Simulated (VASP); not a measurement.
Write the native input for VASP 6.6.1 that does the following.

```yaml
Task: single point
Functional: PBEsol
Potentials_or_basis: VASP PAW PBE potentials, release 64 (Si, Ti_sv)
Cutoff: 520 eV
k_mesh: 9 × 9 × 1
Occupations: gaussian, width 0.05 eV
Spin: collinear spin
Starting_moments: "[0.0, 0.0, 0.0, 0.0, 0.0, 0.0, 2.0] μB"
Dipole_correction: yes
Further_INCAR_settings: ALGO = Normal; EDIFF = 1e-06; NBANDS = 31
```

The structure of TiSi6 lies in POSCAR:

```
TiSi6
1.0
    3.8417168278      0.0000000000      0.0000000000
   -1.9208584139      3.3270243670      0.0000000000
    0.0000000000      0.0000000000     26.0576844733
Si Ti
6 1
Direct
    0.3333333333      0.6666666667      0.3261993601
    0.0000000000      0.0000000000      0.3562936366
    0.0000000000      0.0000000000      0.4465764664
    0.6666666667      0.3333333333      0.4759992617
    0.6666666667      0.3333333333      0.5662805464
    0.3333333333      0.6666666667      0.5938991300
    0.0000000000      0.0000000000      0.6289802086
```

These files were run (other wordings do the same):

INCAR

```
ALGO = Normal
DIPOL = 0.5 0.5 0.485
EDIFF = 1E-6
ENCUT = 520
GGA = PS
IDIPOL = 3
ISIF = 2
ISMEAR = 0
ISPIN = 2
LASPH = T
LCHARG = F
LDIPOL = T
LMAXMIX = 4
LORBIT = 11
LREAL = F
LWAVE = F
MAGMOM = 0 0 0 0 0 0 2
NBANDS = 31
NELM = 150
PREC = Accurate
SIGMA = 0.05
```

KPOINTS

```
k-points
0
Gamma
  9 9 1
```

Potentials or basis: VASP PAW PBE potentials, release 64 (Si, Ti_sv).

Launch:

```console
$ cat potpaw_PBE.64/Si/POTCAR potpaw_PBE.64/Ti_sv/POTCAR > POTCAR
$ mpirun -np 1 vasp_std > vasp.out
```

It gave:

```json
{
 "Largest force": "0.558 eV/Å",
 "Net moment": "0.93 μB per cell",
 "Site moments": "Si +0.19, +0.01, +0.05, +0.00 (each value once); Ti +0.07 μB",
 "Valence electrons inside the program's atomic spheres": "Si 1.65, 1.67, 1.68, 1.69, 1.78 (each value once); Ti 10.38"
}
```

Caveat: a moment this small can come from the mesh or the smearing; the PAW data sets were made with another functional, which shifts forces and pressure a little.

Run time: 13 min on 1 thread of Oxide Virtual Turin-like Processor (shared host), peak memory 0.61 GiB.
